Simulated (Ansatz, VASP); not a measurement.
## AlP: VASP beside Ansatz

```
Al P
1.0
     0.00000    2.73926    2.73926
     2.73926    0.00000    2.73926
     2.73926    2.73926    0.00000
Al P
1 1
Direct
  0.00000 0.00000 0.00000
  0.25000 0.25000 0.25000
```

Alike in both runs: task single point; functional PBE; k mesh 8 × 8 × 8; no spin polarisation.

|  | VASP | Ansatz |
| --- | --- | --- |
| version | VASP 6.6.1 | Ansatz 0.2.0 |
| potentials or method | VASP PAW PBE potentials, release 64 (Al, P) | plane waves, PAW |
| plane-wave cutoff (eV) | 500 | 420 |
| occupations | gaussian, width 0.01 eV | fixed |
| valence electrons in the cell | 8 | 8 |

VASP gave:

| Item | Value |
| --- | --- |
| gap on the k mesh at the Fermi level (eV) | 1.60 |
| pressure (GPa) | 1.3 |

**Question.** Which values does Ansatz return?

**Answer.** gap on the k mesh at the Fermi level (eV): 1.60; pressure (GPa): 1.4.
